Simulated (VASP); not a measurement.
# Ru in VASP: relaxation of the atoms with PBE+D3(BJ)

Aim: the relaxation of the atoms of Ru with PBE+D3(BJ).

Program: VASP 6.6.1. These are calculated values, not measurements. Logs are shortened: lines on timing, memory, paths and dates and some standing lists are left out, and cuts for length are marked.

**1. The cell of the first run**

The cell holds a slab with vacuum, 3 atoms: a = 2.698 Å, b = 2.698 Å, c = 21.266 Å, α = 90.00°, β = 90.00°, γ = 120.00°.

**2. Relaxation of the atoms, PBE+D3(BJ)**

Input file INCAR:

```
ALGO = Normal
DIPOL = 0.5 0.5 0.500
EDIFF = 1E-6
EDIFFG = -0.03
ENCUT = 520
GGA = PE
IBRION = 2
IDIPOL = 3
ISIF = 2
ISMEAR = 0
IVDW = 12
LASPH = True
LCHARG = False
LDIPOL = True
LREAL = False
LWAVE = False
NELM = 80
NSW = 90
PREC = Accurate
SIGMA = 0.1
```

Input file KPOINTS:

```
k-points
0
Gamma
  12 12 1
```

Input file POSCAR:

```
Ru
1.0
    2.6975947770      0.0000000000      0.0000000000
   -1.3487973885      2.3361856060      0.0000000000
    0.0000000000      0.0000000000     21.2658179916
Ru
3
Selective dynamics
Direct
    0.3333333333      0.6666666667      0.3997024710  F F F
    0.6666666667      0.3333333333      0.5000000000  T T T
    0.3333333333      0.6666666667      0.6002975290  T T T
```

Potentials or basis: VASP PAW PBE potentials, release 64 (Ru_pv).

On the command line:

```bash
> cat potpaw_PBE.64/Ru_pv/POTCAR > POTCAR
> mpirun -np 1 vasp_std > vasp.out
```

OUTCAR:

```text
EDIFF = 1E-6
   EDIFFG = -0.03
   ENCUT = 520
   GGA = PE
   IBRION = 2
   ISIF = 2
   ISMEAR = 0
   IVDW = 12
   LASPH = True
   LREAL = False
   NELM = 80
   NSW = 90
   PREC = Accurate
 IVDW          = 12

 ion  position               nearest neighbor table
   1  0.333  0.667  0.400-   2 2.64   2 2.64   2 2.64
   2  0.667  0.333  0.500-   1 2.64   3 2.64   1 2.64   3 2.64   1 2.64   3 2.64
   3  0.333  0.667  0.600-   2 2.64   2 2.64   2 2.64

  LATTYP: Found a hexagonal cell.
 ALAT       =     2.6975947770
 C/A-ratio  =     7.8832514701

  Lattice vectors:

 A1 = (   2.6975947770,   0.0000000000,   0.0000000000)
 A2 = (  -1.3487973885,   2.3361856060,   0.0000000000)
 A3 = (   0.0000000000,   0.0000000000,  21.2658179916)

Analysis of symmetry for initial positions (statically):
=====================================================================
 Subroutine PRICEL returns:
 Original cell was already a primitive cell.

 Routine SETGRP: Setting up the symmetry group for a
 hexagonal supercell.

 Subroutine GETGRP returns: Found 12 space group operations
 (whereof 12 operations were pure point group operations)
 out of a pool of 24 trial point group operations.

The static configuration has the point symmetry D_3h.

Analysis of symmetry for dynamics (positions and initial velocities):
=====================================================================
 Subroutine PRICEL returns:
 Original cell was already a primitive cell.

 Routine SETGRP: Setting up the symmetry group for a
 hexagonal supercell.

 Subroutine GETGRP returns: Found 12 space group operations
 (whereof 12 operations were pure point group operations)
 out of a pool of 24 trial point group operations.

The dynamic configuration has the point symmetry D_3h.

Analysis of constrained symmetry for selective dynamics:
=====================================================================
 Subroutine PRICEL returns:
 Original cell was already a primitive cell.

 Routine SETGRP: Setting up the symmetry group for a
 hexagonal supercell.

 Subroutine GETGRP returns: Found  6 space group operations
 (whereof  6 operations were pure point group operations)
 out of a pool of 24 trial point group operations.

The constrained configuration has the point symmetry C_3v.

 Subroutine INISYM returns: Found  6 space group operations
 (whereof  6 operations are pure point group operations),
 and found     1 'primitive' translations

----------------------------------------------------------------------------------------

                                     Primitive cell

  volume of cell :     134.0189

  direct lattice vectors                    reciprocal lattice vectors
     2.697594777  0.000000000  0.000000000     0.370700599  0.214024091  0.000000000
    -1.348797388  2.336185606  0.000000000     0.000000000  0.428048181  0.000000000
     0.000000000  0.000000000 21.265817992     0.000000000  0.000000000  0.047023820

  length of vectors
     2.697594777  2.697594777 21.265817992     0.428048181  0.428048181  0.047023820

  position of ions in fractional coordinates (direct lattice)
     0.333333333  0.666666667  0.399702471
     0.666666667  0.333333333  0.500000000
     0.333333333  0.666666667  0.600297529

  ion indices of the primitive-cell ions
   primitive index   ion index
                 1           1
                 2           2
                 3           3

----------------------------------------------------------------------------------------

 KPOINTS: k-points

Automatic generation of k-mesh.
 Grid dimensions read from file:
 generate k-points for:   12   12    1

 Generating k-lattice:

  Cartesian coordinates                     Fractional coordinates (reciprocal lattice)
     0.030891717  0.017835341  0.000000000     0.083333333 -0.000000000  0.000000000
     0.000000000  0.035670682  0.000000000     0.000000000  0.083333333  0.000000000
     0.000000000  0.000000000  0.047023820     0.000000000  0.000000000  1.000000000

  Length of vectors
     0.035670682  0.035670682  0.047023820

  Shift w.r.t. Gamma in fractional coordinates (k-lattice)
     0.000000000  0.000000000  0.000000000

 Subroutine IBZKPT returns following result:
 ===========================================

 Found     19 irreducible k-points:

 Following reciprocal coordinates:
            Coordinates               Weight
  0.000000  0.000000  0.000000      1.000000
  0.083333 -0.000000  0.000000      6.000000
  0.166667  0.000000  0.000000      6.000000
  0.250000  0.000000  0.000000      6.000000
  0.333333  0.000000  0.000000      6.000000
  0.416667 -0.000000  0.000000      6.000000
[... 11 lines left out ...]
  0.333333  0.250000  0.000000     12.000000
  0.333333  0.333333  0.000000      2.000000
   k-points           NKPTS =     19   k-points in BZ     NKDIM =     19   number of bands    NBANDS=     25
   number of dos      NEDOS =    301   number of ions     NIONS =      3
   total plane-waves  NPLWV =  64000
   dimension x,y,z NGX =    20 NGY =   20 NGZ =  160
   dimension x,y,z NGXF=    40 NGYF=   40 NGZF=  320
   ions per type =               3
   NGX,Y,Z   is equivalent  to a cutoff of  12.33, 12.33, 12.51 a.u.
   NGXF,Y,Z  is equivalent  to a cutoff of  24.65, 24.65, 25.02 a.u.
 SYSTEM =  unknown system
   PREC   = accura    normal or accurate (medium, high low for compatibility)
   ISTART =      0    job   : 0-new  1-cont  2-samecut
   ICHARG =      2    charge: 1-file 2-atom 10-const
   ISPIN  =      1    spin polarized calculation?
   LNONCOLLINEAR =      F non collinear calculations
   LSORBIT =      F    spin-orbit coupling
   LASPH  =      T    aspherical Exc in radial PAW
   ENCUT  =  520.0 eV  38.22 Ry    6.18 a.u.   5.02  5.02 39.54*2*pi/ulx,y,z
   NELM   =     80;   NELMIN=  2; NELMDL= -5     # of ELM steps
   EDIFF  = 0.1E-05   stopping-criterion for ELM
   LREAL  =      F    real-space projection
   EDIFFG = -.3E-01   stopping-criterion for IOM
   NSW    =     90    number of steps for IOM
   IBRION =      2    ionic relax: 0-MD 1-quasi-New 2-CG
   NFREE  =      1    steps in history (QN), initial steepest desc. (CG)
   ISIF   =      2    stress and relaxation
   ISYM   =      2    0-nonsym 1-usesym 2-fastsym
   POTIM  = 0.5000    time-step for ionic-motion
   TEBEG  =    0.0;   TEEND  =   0.0 temperature during run
   PSTRESS=    0.0 pullay stress
   NELECT =      42.0000    total number of electrons
   NUPDOWN=      -1.0000    fix difference up-down
   EMIN   =  10.00;   EMAX   =-10.00  energy-range for DOS
   EFERMI =   0.00;   METHOD = LEGACY
   ISMEAR =     0;   SIGMA  =   0.10  broadening in eV -4-tet -1-fermi 0-gaus
   EFERMI_NEDOS =   21; number of points for ismear=-14 and -15
   IALGO  =     38    algorithm
   IMIX   =      4    mixing-type and parameters
     AMIX     =   0.40;   BMIX     =  1.00
     AMIX_MAG =   1.60;   BMIX_MAG =  1.00
  volume/ion in A,a.u.               =      44.67       301.47
  Fermi-wavevector in a.u.,A,eV,Ry     =   1.111994  2.101364 16.824029  1.236531
  Thomas-Fermi vector in A             =   2.248564
   LORBIT       =      0    0 simple, 1 ext, 2 COOP (PROOUT), +10 PAW based schemes
   GGA     = PE    functional components
   LHFCALC =     F    Hartree Fock is set to
   AEXX    =    0.0000 exact exchange contribution
   IVDW    =    12    specifies the selected vdW correction
   LEPSILON=     F    determine dielectric tensor
   LRPA    =     F    only Hartree local field effects (RPA)
 conjugate gradient relaxation of ions
 non-spin polarized calculation
 Gauss-broadening in eV      SIGMA  =   0.10
  energy-cutoff  :      520.00
  volume of cell :      134.02
 maximum number of plane-waves:      3675
 NGX is ok and might be reduce to    20
   NGX =  9   NGY =  9   NGZ = 79

--------------------------------------- Ionic step        1  -------------------------------------------

 number of electron      42.0000000 magnetization

 Free energy of the ion-electron system (eV)
  ---------------------------------------------------
  ext. energy  EPLUGINS =         0.00000000
  ---------------------------------------------------
  free energy    TOTEN  =       -25.69715836 eV

  energy without entropy =      -25.68895355  energy(sigma->0) =      -25.69305596

------------------------ aborting loop because EDIFF is reached ----------------------------------------

 Edisp (eV)   -1.22041

 E8    (eV) :    -0.5836
[... 116 lines left out ...]
 number of electron      42.0000009 magnetization

------------------------ aborting loop because EDIFF is reached ----------------------------------------

 vacuum level on the upper side and lower side of the slab       (xc-potential included)        -0.031         0.010

 Edisp (eV)   -1.23444

 E8    (eV) :    -0.5909

  FORCE on cell =-STRESS in cart. coord.  units (eV):
  Direction    XX          YY          ZZ          XY          YZ          ZX
  --------------------------------------------------------------------------------------
  -------------------------------------------------------------------------------------
  Total      -2.67827    -2.67827    -0.77098     0.00000    -0.00000     0.00000
  in kB     -32.01838   -32.01838    -9.21695     0.00000    -0.00000     0.00000
  external pressure =      -24.42 kB  Pullay stress =        0.00 kB
[... 18 lines left out ...]
  FREE ENERGIE OF THE ION-ELECTRON SYSTEM (eV)
  ---------------------------------------------------
  free  energy   TOTEN  =       -26.9635155884 eV

  energy  without entropy=      -26.9543089349  energy(sigma->0) =      -26.95891226

 dipolmoment           0.000000      0.000000      0.007692 electrons x Angstroem

--------------------------------------- Ionic step        5  -------------------------------------------

 number of electron      42.0000003 magnetization

 dipolmoment           0.000000      0.000000     -0.000450 electrons x Angstroem

 Free energy of the ion-electron system (eV)
  ---------------------------------------------------
  ext. energy  EPLUGINS =         0.00000000
  ---------------------------------------------------
  free energy    TOTEN  =       -25.73057398 eV

  energy without entropy =      -25.72090383  energy(sigma->0) =      -25.72573891

 E-fermi :   0.5728     XC(G=0):  -5.1956

 val. band max:        0.5620446532   @ k =   0.0833  -0.0000   0.0000
 cond. band min:       0.6158433526   @ k =   0.1667   0.1667   0.0000
 fundamental gap:      0.0537986994
 Fermi energy:         0.5728373281

 k-point     1 :       0.0000    0.0000    0.0000
  band No.  band energies     occupation
      1     -43.2552      2.00000
      2     -42.5431      2.00000
      3     -42.5431      2.00000
      4     -42.3994      2.00000
      5     -42.1167      2.00000
      6     -41.9026      2.00000
[... 521 lines left out ...]
     24       1.6876      0.00000
     25       8.1797      0.00000

------------------------ aborting loop because EDIFF is reached ----------------------------------------

 vacuum level on the upper side and lower side of the slab       (xc-potential included)        -0.016        -0.003

 Edisp (eV)   -1.23779

 E8    (eV) :    -0.5927

  FORCE on cell =-STRESS in cart. coord.  units (eV):
  Direction    XX          YY          ZZ          XY          YZ          ZX
  --------------------------------------------------------------------------------------
  -------------------------------------------------------------------------------------
  Total      -2.51666    -2.51666    -0.10607     0.00000     0.00000    -0.00000
  in kB     -30.08627   -30.08627    -1.26808     0.00000     0.00000    -0.00000
  external pressure =      -20.48 kB  Pullay stress =        0.00 kB
[... 18 lines left out ...]
  FREE ENERGIE OF THE ION-ELECTRON SYSTEM (eV)
  ---------------------------------------------------
  free  energy   TOTEN  =       -26.9683683363 eV

  energy  without entropy=      -26.9586981789  energy(sigma->0) =      -26.96353326

 reached required accuracy - stopping structural energy minimisation

 vacuum level on the upper side and lower side of the slab         5.507         5.518
```

It took 4 min on 1 thread of Intel Xeon Platinum 8259CL at 2.50GHz (Skylake/Cascade Lake), shared host; peak memory 0.27 GiB.

Results:

| Item | Value |
| --- | --- |
| Free energy | -26.9684 eV |
| Energy gained by relaxing | 16.9 meV/atom |
| Ionic steps | 5 |
| Band gap on the k mesh | zero (bands 21 and 22 overlap by 2.21 eV) |
| Dispersion energy per atom | -0.413 eV |

Step by step:
```
step  energy change (eV)  largest force on free atoms (eV/Å)  pressure (GPa)
   1              0.0000                              0.8010           -4.01
   2             -0.0233                              0.3911           -3.41
   3             -0.0297                              0.6615           -2.85
   4             -0.0459                              0.3226           -2.44
   5             -0.0508                              0.0159           -2.05
```

Final structure:
```yaml
crystal:
  lattice:
    - [2.69759, 0.00000, 0.00000]
    - [-1.34880, 2.33619, 0.00000]
    - [0.00000, 0.00000, 21.26582]
  atoms:
    - { symbol: Ru, position: [0.33333, 0.66667, 0.39970] }
    - { symbol: Ru, position: [0.66667, 0.33333, 0.49716] }
    - { symbol: Ru, position: [0.33333, 0.66667, 0.59464] }
```

Levels at points of the mesh, in eV from the Fermi level:
```tsv
k point	band 17	band 18	band 19	band 20	band 21	band 22	band 23	band 24	band 25
(0.00, 0.00, 0.00)	-2.60	-2.42	-2.01	-2.01	-0.82	-0.82	-0.45	0.54	0.54
(0.50, 0.00, 0.00)	-1.51	-0.75	-0.18	0.43	1.14	1.19	1.89	1.90	2.99
```

The gap in the log of VASP goes by the Fermi energy; the results here count the filled bands.